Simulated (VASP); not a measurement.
Runs of VASP 6.6.1 on PbSe. The structure is that of space group P6_3/mmc (No. 194), or close to it. The cells are those of the table. 

```tsv
level	cell	gap on the mesh (eV)	pressure (GPa)
r2SCAN	a = 5.069, b = 5.069, c = 6.086 Å, angles 90.0, 90.0, 120.0°, 4 atoms	1.38	2.8
PBE	a = 5.174, b = 5.174, c = 6.213 Å, angles 90.0, 90.0, 120.0°, 4 atoms	1.16	0.8
PBE	a = 5.100, b = 5.100, c = 6.133 Å, angles 90.0, 90.0, 120.0°, 4 atoms	1.10	2.6
r2SCAN	a = 5.122, b = 5.122, c = 6.151 Å, angles 90.0, 90.0, 120.0°, 4 atoms	1.43	1.3
r2SCAN	a = 5.276, b = 5.276, c = 6.335 Å, angles 90.0, 90.0, 120.0°, 4 atoms	1.55	(a)
r2SCAN	a = 5.225, b = 5.225, c = 6.275 Å, angles 90.0, 90.0, 120.0°, 4 atoms	1.52	-1.1
PBE	a = 5.258, b = 5.258, c = 6.323 Å, angles 90.0, 90.0, 120.0°, 4 atoms	1.22	-1.0
PBE	a = 5.309, b = 5.309, c = 6.384 Å, angles 90.0, 90.0, 120.0°, 4 atoms	1.24	-1.8
PBE	a = 5.207, b = 5.207, c = 6.261 Å, angles 90.0, 90.0, 120.0°, 4 atoms	1.18	0.0
r2SCAN	a = 5.174, b = 5.174, c = 6.213 Å, angles 90.0, 90.0, 120.0°, 4 atoms	(b)	0.0
PBE	a = 5.154, b = 5.154, c = 6.198 Å, angles 90.0, 90.0, 120.0°, 4 atoms	1.14	1.2
```

Alike in all rows: task single point; potentials or basis VASP PAW PBE potentials, release 64 (Pb_d, Se); no spin polarisation; k mesh 6 × 6 × 4; cutoff (eV) 520; smearing gaussian 0.01 eV.

Q: Estimate the missing entries.

A: (a) -2.1; (b) 1.48.

Caveats: spin-orbit coupling is left out, which moves the levels of the heavy elements; the PAW data sets were made with another functional, which shifts forces and pressure a little (some runs).

A k mesh can miss the band edges, and the runs leave out spin-orbit coupling on Pb, Se.
